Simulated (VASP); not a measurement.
# TiSi16 (a cell with a defect) in VASP: single point with PBE+D3(BJ)

Aim: the single point of TiSi16 (a cell with a defect) with PBE+D3(BJ).

All numbers are computed with VASP 6.6.1; they aren't measurements. Logs are shortened: lines on timing, memory, paths and dates and some standing lists are left out, and cuts for length are marked.

### Step 1. The cell of the first run

The cell holds a defect, 17 atoms: a = 7.679 Å, b = 7.679 Å, c = 7.679 Å, α = 60.00°, β = 60.00°, γ = 60.00°.

### Step 2. Single point, PBE+D3(BJ)

The input, INCAR:

```
SYSTEM = TiSi16
  PREC = Accurate
  ENCUT = 520
  EDIFF = 1E-6
  ISMEAR = -1
  SIGMA = 0.02
  LREAL = Auto
  LASPH = .TRUE.
  NELM = 80
  ALGO = Normal
  ISIF = 2
  LWAVE = .FALSE.
  LCHARG = .FALSE.
  GGA = PE
  IVDW = 12
  NBANDS = 52
```

The input, KPOINTS:

```
regular mesh
0
G
  2 2 2
  0 0 0
```

The input, POSCAR:

```
TiSi16
1.0
    0.0000000000      5.4300000000      5.4300000000
    5.4300000000      0.0000000000      5.4300000000
    5.4300000000      5.4300000000      0.0000000000
Si Ti
16 1
Direct
    0.0129331492     -0.0379572744      0.0125762431
    0.1133300184      0.1215031308      0.1130119705
   -0.0268683241      0.0028390424      0.5120721915
    0.1133418048      0.1214883978      0.6522819521
    0.0000515654      0.4917241252     -0.0004502762
    0.1375902394      0.5884276243      0.1370565378
    0.0000585635      0.4917110497      0.5088068140
    0.1166732044      0.6326457643      0.6254028545
    0.5124382136      0.0029840700     -0.0272831492
    0.6526488029      0.1216079190      0.1129392265
    0.5124503683      0.0029704420      0.5119873849
    0.6128605893      0.1624092081      0.6124270718
    0.5093225599      0.4918284530     -0.0005091160
    0.6259178637      0.6327651934      0.1160976059
    0.4884119705      0.5360211786      0.4878473297
    0.6259249540      0.6327529466      0.6253509208
    0.3128990792      1.0621751381      0.3125255985
```

Potentials or basis: VASP PAW PBE potentials, release 64 (Si, Ti_sv).

Command:

```
$ cat potpaw_PBE.64/Si/POTCAR potpaw_PBE.64/Ti_sv/POTCAR > POTCAR
$ mpirun -np 1 vasp_std > vasp.out
```

OUTCAR:

```text
SYSTEM = TiSi16
   PREC = Accurate
   ENCUT = 520
   EDIFF = 1E-6
   ISMEAR = -1
   LREAL = Auto
   LASPH = .TRUE.
   NELM = 80
   ISIF = 2
   GGA = PE
   IVDW = 12
 IVDW          = 12

 ion  position               nearest neighbor table
   1  0.013  0.962  0.013-   4 2.27   2 2.27  10 2.27   6 2.34
   2  0.113  0.122  0.113-   1 2.27   5 2.33  17 2.42   3 2.50   9 2.50
   3  0.973  0.003  0.512-  12 2.27   8 2.32  17 2.42   2 2.50   4 2.50
   4  0.113  0.121  0.652-   1 2.27   7 2.33  17 2.42   3 2.50  11 2.50
   5  0.000  0.492  1.000-   2 2.33   6 2.34  14 2.35   8 2.35
   6  0.138  0.588  0.137-  13 2.34   5 2.34   7 2.34   1 2.34
   7  0.000  0.492  0.509-   4 2.33   6 2.34  16 2.35   8 2.35
   8  0.117  0.633  0.625-   3 2.32  15 2.34   7 2.35   5 2.35
   9  0.512  0.003  0.973-  12 2.27  14 2.33  17 2.42  10 2.50   2 2.50
  10  0.653  0.122  0.113-   1 2.27  13 2.33  17 2.42  11 2.50   9 2.50
  11  0.512  0.003  0.512-  12 2.27  16 2.33  17 2.42  10 2.50   4 2.50
  12  0.613  0.162  0.612-   3 2.27   9 2.27  11 2.27  15 2.34
  13  0.509  0.492  0.999-  10 2.33   6 2.34  14 2.35  16 2.35
  14  0.626  0.633  0.116-   9 2.33  15 2.34  13 2.35   5 2.35
  15  0.488  0.536  0.488-   8 2.34  16 2.34  14 2.34  12 2.34
  16  0.626  0.633  0.625-  11 2.33  15 2.34   7 2.35  13 2.35
  17  0.313  0.062  0.313-   9 2.42  11 2.42   4 2.42   2 2.42   3 2.42  10 2.42

  LATTYP: Found a face centered cubic cell.
 ALAT       =    10.8600000000

  Lattice vectors:

 A1 = (   0.0000000000,   5.4300000000,   5.4300000000)
 A2 = (   5.4300000000,   0.0000000000,   5.4300000000)
 A3 = (   5.4300000000,   5.4300000000,   0.0000000000)

Analysis of symmetry for initial positions (statically):
=====================================================================
 Subroutine PRICEL returns:
 Original cell was already a primitive cell.

 Routine SETGRP: Setting up the symmetry group for a
 face centered cubic supercell.

 Subroutine GETGRP returns: Found  1 space group operations
 (whereof  1 operations were pure point group operations)
 out of a pool of 48 trial point group operations.

The static configuration has the point symmetry C_1 .

Analysis of symmetry for dynamics (positions and initial velocities):
=====================================================================
 Subroutine PRICEL returns:
 Original cell was already a primitive cell.

 Routine SETGRP: Setting up the symmetry group for a
 face centered cubic supercell.

 Subroutine GETGRP returns: Found  1 space group operations
 (whereof  1 operations were pure point group operations)
 out of a pool of 48 trial point group operations.

The dynamic configuration has the point symmetry C_1 .

 Subroutine INISYM returns: Found  1 space group operations
 (whereof  1 operations are pure point group operations),
 and found     1 'primitive' translations

----------------------------------------------------------------------------------------

                                     Primitive cell

  volume of cell :     320.2060

  direct lattice vectors                    reciprocal lattice vectors
     0.000000000  5.430000000  5.430000000    -0.092081031  0.092081031  0.092081031
     5.430000000  0.000000000  5.430000000     0.092081031 -0.092081031  0.092081031
     5.430000000  5.430000000  0.000000000     0.092081031  0.092081031 -0.092081031

  length of vectors
     7.679179644  7.679179644  7.679179644     0.159489025  0.159489025  0.159489025

  position of ions in fractional coordinates (direct lattice)
     0.012933149  0.962042726  0.012576243
     0.113330018  0.121503131  0.113011970
     0.973131676  0.002839042  0.512072192
     0.113341805  0.121488398  0.652281952
     0.000051565  0.491724125  0.999549724
     0.137590239  0.588427624  0.137056538
[... 9 lines left out ...]
     0.625924954  0.632752947  0.625350921
     0.312899079  0.062175138  0.312525599

  ion indices of the primitive-cell ions
   primitive index   ion index
                 1           1
                 2           2
                 3           3
                 4           4
                 5           5
                 6           6
[... 9 lines left out ...]
                16          16
                17          17

----------------------------------------------------------------------------------------

 KPOINTS: regular mesh

Automatic generation of k-mesh.
 Grid dimensions read from file:
 generate k-points for:    2    2    2

 Generating k-lattice:

  Cartesian coordinates                     Fractional coordinates (reciprocal lattice)
    -0.046040516  0.046040516  0.046040516     0.500000000  0.000000000  0.000000000
     0.046040516 -0.046040516  0.046040516     0.000000000  0.500000000  0.000000000
     0.046040516  0.046040516 -0.046040516     0.000000000  0.000000000  0.500000000

  Length of vectors
     0.079744512  0.079744512  0.079744512

  Shift w.r.t. Gamma in fractional coordinates (k-lattice)
     0.000000000  0.000000000  0.000000000

 Subroutine IBZKPT returns following result:
 ===========================================

 Found      8 irreducible k-points:

 Following reciprocal coordinates:
            Coordinates               Weight
  0.000000  0.000000  0.000000      1.000000
  0.500000  0.000000  0.000000      1.000000
  0.000000  0.500000  0.000000      1.000000
  0.000000  0.000000  0.500000      1.000000
  0.500000  0.500000  0.500000      1.000000
  0.500000  0.500000  0.000000      1.000000
  0.000000  0.500000  0.500000      1.000000
  0.500000  0.000000  0.500000      1.000000
   k-points           NKPTS =      8   k-points in BZ     NKDIM =      8   number of bands    NBANDS=     52
   number of dos      NEDOS =    301   number of ions     NIONS =     17
   total plane-waves  NPLWV = 216000
   dimension x,y,z NGX =    60 NGY =   60 NGZ =   60
   dimension x,y,z NGXF=   120 NGYF=  120 NGZF=  120
   ions per type =              16   1
   NGX,Y,Z   is equivalent  to a cutoff of  12.99, 12.99, 12.99 a.u.
   NGXF,Y,Z  is equivalent  to a cutoff of  25.98, 25.98, 25.98 a.u.
 SYSTEM =  TiSi16
   PREC   = accura    normal or accurate (medium, high low for compatibility)
   ISTART =      0    job   : 0-new  1-cont  2-samecut
   ICHARG =      2    charge: 1-file 2-atom 10-const
   ISPIN  =      1    spin polarized calculation?
   LNONCOLLINEAR =      F non collinear calculations
   LSORBIT =      F    spin-orbit coupling
   LASPH  =      T    aspherical Exc in radial PAW
   ENCUT  =  520.0 eV  38.22 Ry    6.18 a.u.  14.28 14.28 14.28*2*pi/ulx,y,z
   NELM   =     80;   NELMIN=  2; NELMDL= -5     # of ELM steps
   EDIFF  = 0.1E-05   stopping-criterion for ELM
   LREAL  =      T    real-space projection
   EDIFFG = 0.1E-04   stopping-criterion for IOM
   NSW    =      0    number of steps for IOM
   IBRION =     -1    ionic relax: 0-MD 1-quasi-New 2-CG
   NFREE  =      0    steps in history (QN), initial steepest desc. (CG)
   ISIF   =      2    stress and relaxation
   ISYM   =      2    0-nonsym 1-usesym 2-fastsym
   POTIM  = 0.5000    time-step for ionic-motion
   TEBEG  =    0.0;   TEEND  =   0.0 temperature during run
   PSTRESS=    0.0 pullay stress
   NELECT =      76.0000    total number of electrons
   NUPDOWN=      -1.0000    fix difference up-down
   EMIN   =  10.00;   EMAX   =-10.00  energy-range for DOS
   EFERMI =   0.00;   METHOD = LEGACY
   ISMEAR =    -1;   SIGMA  =   0.02  broadening in eV -4-tet -1-fermi 0-gaus
   EFERMI_NEDOS =   21; number of points for ismear=-14 and -15
   IALGO  =     38    algorithm
   IMIX   =      4    mixing-type and parameters
     AMIX     =   0.40;   BMIX     =  1.00
     AMIX_MAG =   1.60;   BMIX_MAG =  1.00
  volume/ion in A,a.u.               =      18.84       127.11
  Fermi-wavevector in a.u.,A,eV,Ry     =   1.013607  1.915439 13.978610  1.027399
  Thomas-Fermi vector in A             =   2.146786
   LORBIT       =      0    0 simple, 1 ext, 2 COOP (PROOUT), +10 PAW based schemes
   GGA     = PE    functional components
   LHFCALC =     F    Hartree Fock is set to
   AEXX    =    0.0000 exact exchange contribution
   IVDW    =    12    specifies the selected vdW correction
   LEPSILON=     F    determine dielectric tensor
   LRPA    =     F    only Hartree local field effects (RPA)
 non-spin polarized calculation
  energy-cutoff  :      520.00
  volume of cell :      320.21
 maximum number of plane-waves:      8646
 NGX is ok and might be reduce to    60
   NGX = 29   NGY = 29   NGZ = 29

 number of electron      76.0000003 magnetization

 Free energy of the ion-electron system (eV)
  ---------------------------------------------------
  ext. energy  EPLUGINS =         0.00000000
  ---------------------------------------------------
  free energy    TOTEN  =       -90.48326582 eV

  energy without entropy =      -90.46358901  energy(sigma->0) =      -90.47342742

 E-fermi :   6.9109     XC(G=0):  -9.7447

 val. band max:        6.8931369730   @ k =   0.5000   0.5000   0.0000
 cond. band min:       6.9225091524   @ k =   0.0000   0.0000   0.0000
 fundamental gap:      0.0293721794
 Fermi energy:         6.9109335848

 k-point     1 :       0.0000    0.0000    0.0000
  band No.  band energies     occupation
      1     -49.8425      2.00000
      2     -26.3101      2.00000
      3     -26.1801      2.00000
      4     -26.1799      2.00000
      5      -5.6620      2.00000
      6      -3.4692      2.00000
[... 42 lines left out ...]
     49       8.5400      0.00000
     50       8.8950      0.00000

 k-point     2 :       0.5000    0.0000    0.0000
  band No.  band energies     occupation
      1     -49.8425      2.00000
      2     -26.3101      2.00000
      3     -26.1801      2.00000
      4     -26.1799      2.00000
      5      -4.8651      2.00000
      6      -4.8303      2.00000
[... 310 lines left out ...]
 k-point     8 :       0.5000    0.0000    0.5000
  band No.  band energies     occupation
      1     -49.8425      2.00000
      2     -26.3101      2.00000
      3     -26.1801      2.00000
      4     -26.1799      2.00000
      5      -4.5893      2.00000
      6      -4.5484      2.00000
[... 42 lines left out ...]
     49      10.0123      0.00000
     50      10.4674      0.00000
 [bands above 50 left out]

------------------------ aborting loop because EDIFF is reached ----------------------------------------

 Edisp (eV)   -5.83869

 E8    (eV) :    -2.4422

  FORCE on cell =-STRESS in cart. coord.  units (eV):
  Direction    XX          YY          ZZ          XY          YZ          ZX
  --------------------------------------------------------------------------------------
  -------------------------------------------------------------------------------------
  Total       6.64838     6.65071     6.64106     1.36211     1.36444    -1.36624
  in kB      33.26570    33.27736    33.22909     6.81541     6.82711    -6.83610
  external pressure =       33.26 kB  Pullay stress =        0.00 kB

 VOLUME and BASIS-vectors are now :
 -----------------------------------------------------------------------------
  energy-cutoff  :      520.00
  volume of cell :      320.21
      direct lattice vectors                 reciprocal lattice vectors
     0.000000000  5.430000000  5.430000000    -0.092081031  0.092081031  0.092081031
     5.430000000  0.000000000  5.430000000     0.092081031 -0.092081031  0.092081031
     5.430000000  5.430000000  0.000000000     0.092081031  0.092081031 -0.092081031

 POSITION                                       TOTAL-FORCE (eV/Angst)
 -----------------------------------------------------------------------------------
      5.29218      0.13852      5.29412        -0.011921      0.011657     -0.012092
      1.27342      1.22904      1.27514        -0.012969      0.003899     -0.011439
      2.79597      8.06466      5.29952         0.012967     -0.012688      0.005509
      4.20157      4.15734      1.27513        -0.003593      0.013076     -0.012471
      8.09762      5.42784      2.67034         0.002793     -0.032485      0.000927
      3.93938      1.49133      3.94228        -0.044789      0.044547     -0.044038
[... 9 lines left out ...]
      6.83150      6.79443      6.83462        -0.003492      0.033863     -0.002368
      2.03462      3.39606      2.03665         0.001837     -0.003612     -0.000907
 -----------------------------------------------------------------------------------
    total drift:                                0.007633     -0.006604      0.002254

  FREE ENERGIE OF THE ION-ELECTRON SYSTEM (eV)
  ---------------------------------------------------
  free  energy   TOTEN  =       -96.3219563669 eV

  energy  without entropy=      -96.3022795563  energy(sigma->0) =      -96.31211796
```

It took 2.7 min on 1 thread of Intel Xeon Platinum 8488C (Sapphire Rapids), shared host; peak memory 0.48 GiB.

Results:

- Free energy: -96.3220 eV
- Pressure: 3.3 GPa
- Largest force: 0.077 eV/Å
- Band gap on the k mesh: zero (bands 38 and 39 overlap by 0.23 eV)
- Dispersion energy per atom: -0.343 eV

Forces on the atoms (eV/Å):
```
Si  -0.012  0.012 -0.012
Si  -0.013  0.004 -0.011
Si   0.013 -0.013  0.006
Si  -0.004  0.013 -0.012
Si   0.003 -0.032  0.001
Si  -0.045  0.045 -0.044
Si   0.033 -0.002  0.001
Si  -0.003  0.003 -0.034
Si   0.005 -0.013  0.013
Si  -0.013  0.013 -0.002
Si   0.013 -0.004  0.013
Si   0.012 -0.012  0.011
Si   0.002 -0.003  0.034
Si  -0.033  0.003 -0.002
Si   0.044 -0.044  0.044
Si  -0.003  0.034 -0.002
Ti   0.002 -0.004 -0.001
```

Stress tensor (GPa, compression positive):
```
 3.33  0.68 -0.68
 0.68  3.33  0.68
-0.68  0.68  3.32
```

Levels at points of the mesh, in eV from the Fermi level:
```csv
k point,band 34,band 35,band 36,band 37,band 38,band 39,band 40,band 41,band 42,band 43
"(0.00, 0.00, 0.00)",-1.24,-1.24,-0.81,-0.24,-0.24,-0.19,-0.19,-0.11,0.01,0.10
"(0.50, 0.00, 0.00)",-1.51,-1.43,-1.10,-0.79,0.03,0.35,0.66,0.69,0.82,0.86
"(0.00, 0.50, 0.00)",-2.36,-1.36,-1.36,-0.21,-0.21,0.36,0.57,0.82,0.82,1.09
"(0.00, 0.00, 0.50)",-1.51,-1.43,-1.10,-0.79,0.03,0.35,0.66,0.69,0.83,0.86
"(0.50, 0.50, 0.50)",-1.51,-1.43,-1.10,-0.79,0.03,0.35,0.66,0.69,0.83,0.86
"(0.50, 0.50, 0.00)",-2.16,-1.82,-1.62,-0.21,-0.02,0.30,0.53,0.81,1.06,1.57
"(0.00, 0.50, 0.50)",-2.16,-1.82,-1.62,-0.21,-0.02,0.30,0.53,0.81,1.06,1.57
"(0.50, 0.00, 0.50)",-2.16,-1.82,-1.62,-0.21,-0.02,0.30,0.53,0.81,1.06,1.57
```

Caveat: the k points lie up to 0.50 Å⁻¹ apart.
